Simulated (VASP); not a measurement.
# CdSe (C2) in VASP: notebook

The runs below take CdSe through single point, with PBEsol.

All numbers are computed with VASP 6.6.1; they aren't measurements. Logs are shortened: lines on timing, memory, paths and dates and some standing lists are left out, and cuts for length are marked.

## (1) The cell of the first run

Symmetry: C2, No. 5, monoclinic system. Conventional cell: a = 6.087 Å, b = 6.083 Å, c = 4.364 Å, α = 90.00°, β = 130.08°, γ = 90.00°. Within 3.5 Å of Cd (site symmetry 2) lie 4 Se at 2.66 to 2.79 Å. Within 3.5 Å of Se (site symmetry 2) lie 4 Cd at 2.66 to 2.79 Å.

## (2) Single point, PBEsol (engineering shear strain xz -0.0733, normal strain along z +0.1000)

File INCAR:

```
PREC = Accurate
ENCUT = 520
EDIFF = 1E-6
ISMEAR = 0
SIGMA = 0.05
LREAL = False
LASPH = True
NELM = 60
ALGO = Normal
ISIF = 2
LWAVE = False
LCHARG = False
GGA = PS
NBANDS = 16
```

File KPOINTS:

```
Automatic mesh
0
Gamma
  10 10 10
```

File POSCAR:

```
CdSe
1.0
   -0.1114639971      3.3454405672      3.0413096065
    3.0413096065     -0.1114639971      3.0413096065
    2.9298456094      3.2339765701      0.0000000000
Cd Se
1 1
Direct
    0.0000000000      0.0000000000      0.0000000000
    0.7500000000      0.7500000000      0.7500000000
```

Potentials or basis: VASP PAW PBE potentials, release 64 (Cd, Se).

The run is started by

```sh
$ cat potpaw_PBE.64/Cd/POTCAR potpaw_PBE.64/Se/POTCAR > POTCAR
$ mpirun -np 1 vasp_std > vasp.out
```

OUTCAR:

```text
PREC = Accurate
   ENCUT = 520
   EDIFF = 1E-6
   ISMEAR = 0
   LREAL = False
   LASPH = True
   NELM = 60
   ISIF = 2
   GGA = PS

 ion  position               nearest neighbor table
   1  0.000  0.000  0.000-   2 2.66   2 2.66   2 2.79   2 2.79
   2  0.750  0.750  0.750-   1 2.66   1 2.66   1 2.79   1 2.79

  LATTYP: Found a base centered monoclinic cell.
 ALAT       =     6.0867029976
 B/A-ratio  =     0.9993290646
 C/A-ratio  =     0.7169370242
 COS(beta)  =    -0.6438070648

  Lattice vectors:

 A1 = (  -3.0413096065,   0.1114639971,  -3.0413096065)
 A2 = (  -3.0413096065,   0.1114639971,   3.0413096065)
 A3 = (   2.9298456094,   3.2339765701,   0.0000000000)

Analysis of symmetry for initial positions (statically):
=====================================================================
 Subroutine PRICEL returns:
 Original cell was already a primitive cell.

 Routine SETGRP: Setting up the symmetry group for a
 base centered monoclinic supercell.

 Subroutine GETGRP returns: Found  2 space group operations
 (whereof  2 operations were pure point group operations)
 out of a pool of  4 trial point group operations.

The static configuration has the point symmetry C_2 .

Analysis of symmetry for dynamics (positions and initial velocities):
=====================================================================
 Subroutine PRICEL returns:
 Original cell was already a primitive cell.

 Routine SETGRP: Setting up the symmetry group for a
 base centered monoclinic supercell.

 Subroutine GETGRP returns: Found  2 space group operations
 (whereof  2 operations were pure point group operations)
 out of a pool of  4 trial point group operations.

The dynamic configuration has the point symmetry C_2 .

 Subroutine INISYM returns: Found  2 space group operations
 (whereof  2 operations are pure point group operations),
 and found     1 'primitive' translations

----------------------------------------------------------------------------------------

                                     Primitive cell

  volume of cell :      61.8122

  direct lattice vectors                    reciprocal lattice vectors
    -0.111463997  3.345440567  3.041309607    -0.159119559  0.144155572  0.164402861
[... 77 lines left out ...]
   PREC   = accura    normal or accurate (medium, high low for compatibility)
   ISTART =      0    job   : 0-new  1-cont  2-samecut
   ICHARG =      2    charge: 1-file 2-atom 10-const
   ISPIN  =      1    spin polarized calculation?
   LNONCOLLINEAR =      F non collinear calculations
   LSORBIT =      F    spin-orbit coupling
   LASPH  =      T    aspherical Exc in radial PAW
   ENCUT  =  520.0 eV  38.22 Ry    6.18 a.u.   8.41  8.00  8.11*2*pi/ulx,y,z
   NELM   =     60;   NELMIN=  2; NELMDL= -5     # of ELM steps
   EDIFF  = 0.1E-05   stopping-criterion for ELM
   LREAL  =      F    real-space projection
   EDIFFG = 0.1E-04   stopping-criterion for IOM
   NSW    =      0    number of steps for IOM
   IBRION =     -1    ionic relax: 0-MD 1-quasi-New 2-CG
   NFREE  =      0    steps in history (QN), initial steepest desc. (CG)
   ISIF   =      2    stress and relaxation
   ISYM   =      2    0-nonsym 1-usesym 2-fastsym
   POTIM  = 0.5000    time-step for ionic-motion
   TEBEG  =    0.0;   TEEND  =   0.0 temperature during run
   PSTRESS=    0.0 pullay stress
   NELECT =      18.0000    total number of electrons
   NUPDOWN=      -1.0000    fix difference up-down
   EMIN   =  10.00;   EMAX   =-10.00  energy-range for DOS
   EFERMI =   0.00;   METHOD = LEGACY
   ISMEAR =     0;   SIGMA  =   0.05  broadening in eV -4-tet -1-fermi 0-gaus
   EFERMI_NEDOS =   21; number of points for ismear=-14 and -15
   IALGO  =     38    algorithm
   IMIX   =      4    mixing-type and parameters
     AMIX     =   0.40;   BMIX     =  1.00
     AMIX_MAG =   1.60;   BMIX_MAG =  1.00
  volume/ion in A,a.u.               =      30.91       208.56
  Fermi-wavevector in a.u.,A,eV,Ry     =   1.085111  2.050563 16.020410  1.177467
  Thomas-Fermi vector in A             =   2.221217
   LORBIT       =      0    0 simple, 1 ext, 2 COOP (PROOUT), +10 PAW based schemes
   GGA     = PS    functional components
   LHFCALC =     F    Hartree Fock is set to
   AEXX    =    0.0000 exact exchange contribution
   IVDW    =     0    specifies the selected vdW correction
   LEPSILON=     F    determine dielectric tensor
   LRPA    =     F    only Hartree local field effects (RPA)
 non-spin polarized calculation
 Gauss-broadening in eV      SIGMA  =   0.05
  energy-cutoff  :      520.00
  volume of cell :       61.81
 maximum number of plane-waves:      1690
 NGX is ok and might be reduce to    36
   NGX = 17   NGY = 15   NGZ = 17

 number of electron      18.0000001 magnetization

 Free energy of the ion-electron system (eV)
  ---------------------------------------------------
  ext. energy  EPLUGINS =         0.00000000
  ---------------------------------------------------
  free energy    TOTEN  =        -6.05792664 eV

  energy without entropy =       -6.05792649  energy(sigma->0) =       -6.05792656

 E-fermi :   0.3492     XC(G=0):  -8.6831

 val. band max:        0.2271992894   @ k =   0.0000   0.0000   0.0000
 cond. band min:       0.4711956413   @ k =   0.0000   0.0000   0.0000
 fundamental gap:      0.2439963518
 Fermi energy:         0.3492002577

 k-point     1 :       0.0000    0.0000    0.0000
  band No.  band energies     occupation
      1     -12.0247      2.00000
      2      -7.5762      2.00000
      3      -7.5161      2.00000
      4      -7.5007      2.00000
      5      -7.2541      2.00000
      6      -7.2427      2.00000
[... 433 lines left out ...]
      3      -7.3868      2.00000
      4      -7.3266      2.00000
      5      -7.2183      2.00000
      6      -7.0772      2.00000
[... 8 lines left out ...]
     15      11.5207      0.00000
     16      13.3004      0.00000

 [... further k-points ...]
[... 5 lines left out ...]
  --------------------------------------------------------------------------------------
  -------------------------------------------------------------------------------------
  Total       -1.0892078     -1.9561266     -1.1158649      0.7842431     -0.0000000      0.0000000
  in kB      -28.2323740    -50.7029937    -28.9233274     20.3276572     -0.0000000      0.0000000
  external PRESSURE =     -35.9528983 kB  Pullay stress =       0.0000000 kB

 VOLUME and BASIS-vectors are now :
 -----------------------------------------------------------------------------
  energy-cutoff  :      520.00
  volume of cell :       61.81
      direct lattice vectors                 reciprocal lattice vectors
    -0.111463997  3.345440567  3.041309607    -0.159119559  0.144155572  0.164402861
     3.041309607 -0.111463997  3.041309607     0.159119559 -0.144155572  0.164402861
     2.929845609  3.233976570  0.000000000     0.170088162  0.155124175 -0.164402861

 POSITION                                       TOTAL-FORCE (eV/Angst)
 -----------------------------------------------------------------------------------
      0.00000      0.00000      0.00000        -0.000000      0.000000      0.212089
      4.39477      4.85096      4.56196         0.000000     -0.000000     -0.212089
 -----------------------------------------------------------------------------------
    total drift:                                0.000002      0.000001     -0.000039

  FREE ENERGIE OF THE ION-ELECTRON SYSTEM (eV)
  ---------------------------------------------------
  free  energy   TOTEN  =        -6.0579266368 eV

  energy  without entropy=       -6.0579264902  energy(sigma->0) =       -6.05792656
```

OSZICAR:

```text
N       E                     dE             d eps       ncg     rms          rms(c)
DAV:   1     0.105769247036E+03    0.10577E+03   -0.86890E+03  9136   0.998E+02
DAV:   2    -0.224650364915E+01   -0.10802E+03   -0.10190E+03 10992   0.244E+02
DAV:   3    -0.644417346560E+01   -0.41977E+01   -0.41901E+01 10904   0.497E+01
DAV:   4    -0.646265105257E+01   -0.18478E-01   -0.18477E-01 11600   0.332E+00
DAV:   5    -0.646276925229E+01   -0.11820E-03   -0.11820E-03 11136   0.231E-01    0.488E+00
DAV:   6    -0.608120765877E+01    0.38156E+00   -0.61468E-01 13232   0.925E+00    0.408E+00
DAV:   7    -0.605962467405E+01    0.21583E-01   -0.11987E-01 11144   0.234E+00    0.191E+00
DAV:   8    -0.605794059130E+01    0.16841E-02   -0.11119E-02 10456   0.124E+00    0.205E-01
DAV:   9    -0.605786740673E+01    0.73185E-04   -0.12639E-03 11704   0.432E-01    0.484E-02
DAV:  10    -0.605789856887E+01   -0.31162E-04   -0.13998E-04 11408   0.143E-01    0.416E-02
DAV:  11    -0.605792721048E+01   -0.28642E-04   -0.47484E-05 11376   0.480E-02    0.185E-02
DAV:  12    -0.605792663675E+01    0.57372E-06   -0.18472E-06  9864   0.144E-02
   1 F= -.60579266E+01 E0= -.60579266E+01  d E =-.146577E-06
```

stdout:

```text
POSCAR found type information on POSCAR CdSe
 POSCAR found :  2 types and       2 ions
 scaLAPACK will be used
 -----------------------------------------------------------------------------
|                                                                             |
|                                                                             |
|     You enforced a specific xc type in the INCAR file but a different       |
|     I HOPE YOU KNOW WHAT YOU ARE DOING!                                     |
|                                                                             |
 -----------------------------------------------------------------------------

 LDA part: xc-table for (Slater+PW92), standard interpolation
 POSCAR, INCAR and KPOINTS ok, starting setup
 FFT: planning ... GRIDC
 FFT: planning ... GRID_SOFT
 FFT: planning ... GRID
 WAVECAR not read
 entering main loop
```

Wall time 3.6 min (1 thread of Intel Xeon 8259CL, shared host); peak memory 0.41 GiB.

What came out:

```yaml
Free_energy: -6.0579 eV
Pressure: -3.6 GPa
Largest_force: 0.212 eV/Å
Band_gap_on_the_k_mesh: 0.24 eV
```

Forces in eV/Å, atoms in the order of the input:
```
Cd   0.000  0.000  0.212
Se   0.000  0.000 -0.212
```

Stress tensor (GPa, compression positive):
```
-2.82  2.03  0.00
 2.03 -5.07  0.00
 0.00  0.00 -2.89
```

Caveat: the cell differs from its parent crystal (engineering shear strain xz -0.0733, normal strain along z +0.1000); the cell stands under tension; the PAW data sets were made with another functional, which shifts forces and pressure a little.

## (3) Single point, PBEsol (engineering shear strain xz -0.2200, normal strain along z +0.1500)

File INCAR:

```
SYSTEM = CdSe
PREC = Accurate ; ENCUT = 520
EDIFF = 1E-6 ; ISMEAR = 0
SIGMA = 0.05 ; LREAL = .FALSE.
LASPH = .TRUE. ; NELM = 80
ALGO = Normal ; ISIF = 2
LWAVE = .FALSE. ; LCHARG = .FALSE.
GGA = PS ; NBANDS = 16
```

File KPOINTS:

```
regular mesh
0
G
  10 10 10
  0 0 0
```

File POSCAR:

```
CdSe
1.0
   -0.3345440567      3.4975060475      3.0413096065
    3.0413096065     -0.3345440567      3.0413096065
    2.7067655498      3.1629619908      0.0000000000
Cd Se
1 1
Direct
    0.0000000000      0.0000000000      0.0000000000
    0.7500000000      0.7500000000      0.7500000000
```

Potentials or basis: VASP PAW PBE potentials, release 64 (Cd, Se).

The run is started by

```sh
$ cat potpaw_PBE.64/Cd/POTCAR potpaw_PBE.64/Se/POTCAR > POTCAR
$ mpirun -np 1 vasp_std > vasp.out
```

Wall time 3.8 min (1 thread of Intel Xeon 8259CL, shared host); peak memory 0.42 GiB.

Results (log left out):

| Property | Result |
| --- | --- |
| Free energy | -5.7897 eV |
| Pressure | -3.0 GPa |
| Largest force | 0.491 eV/Å |
| Band gap on the k mesh | 0.32 eV |

Forces in eV/Å, atoms in the order of the input:
```
Cd   0.000  0.000  0.491
Se   0.000  0.000 -0.491
```

Stress tensor (GPa, compression positive):
```
-1.93  5.04  0.00
 5.04 -4.60  0.00
 0.00  0.00 -2.41
```

Levels at points of the mesh, in eV from the valence-band top:
| k point | band 7 | band 8 | band 9 | band 10 | band 11 | band 12 |
| --- | --- | --- | --- | --- | --- | --- |
| (0.00, 0.00, 0.00) | -0.70 | -0.50 | 0.00 | 0.32 | 4.78 | 5.83 |
| (0.50, 0.00, 0.00) | -3.86 | -0.69 | -0.36 | 2.16 | 5.44 | 6.42 |
| (0.50, 0.50, 0.00) | -3.54 | -2.28 | -1.12 | 2.17 | 3.94 | 8.20 |
| (0.00, 0.00, 0.50) | -4.04 | -1.36 | -0.73 | 1.46 | 5.31 | 6.53 |
| (0.50, 0.00, 0.50) | -4.26 | -1.34 | -1.23 | 3.30 | 3.80 | 6.91 |
| (0.00, 0.50, 0.50) | -3.62 | -1.90 | -1.63 | 2.85 | 2.90 | 7.07 |

Caveat: the cell differs from its parent crystal (engineering shear strain xz -0.2200, normal strain along z +0.1500); the PAW data sets were made with another functional, which shifts forces and pressure a little.
